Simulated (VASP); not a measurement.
A run of VASP 6.6.1 is set up as follows.

Contents of INCAR:

```
PREC = Accurate
ENCUT = 520
EDIFF = 1E-7
ISMEAR = 0
SIGMA = 0.15
LREAL = F
LASPH = T
NELM = 80
ALGO = Fast
ISIF = 2
LWAVE = F
LCHARG = F
GGA = PS
NBANDS = 10
```

KPOINTS

```
Automatic mesh
0
Gamma
  24 24 14
```

The input POSCAR:

```
Al
1.0
    2.9925736898      0.0000000000      0.0000000000
   -1.4962868449      2.5916448380      0.0000000000
    0.0000000000      0.0000000000      4.4054504657
Al
2
Direct
    0.6666666667      0.3333333333      0.7500000000
    0.3333333333      0.6666666667      0.2500000000
```

Potentials or basis: VASP PAW PBE potentials, release 64 (Al).

Run with:

```bash
$ cat potpaw_PBE.64/Al/POTCAR > POTCAR
$ mpirun -np 1 vasp_std > vasp.out
```

Task: Estimate the band gap on the k mesh.

Result: Zero (bands 3 and 4 overlap by 8.91 eV).

Task: What does it give for the pressure?

Result: -2.3 GPa.

Stress tensor (GPa, compression positive):
```
-4.17  0.00  0.00
 0.00 -4.17  0.00
 0.00  0.00  1.44
```

Caveat: the cell differs from its parent crystal (strain +0.050 along x and y, -0.050 along z); the PAW data sets were made with another functional, which shifts forces and pressure a little.
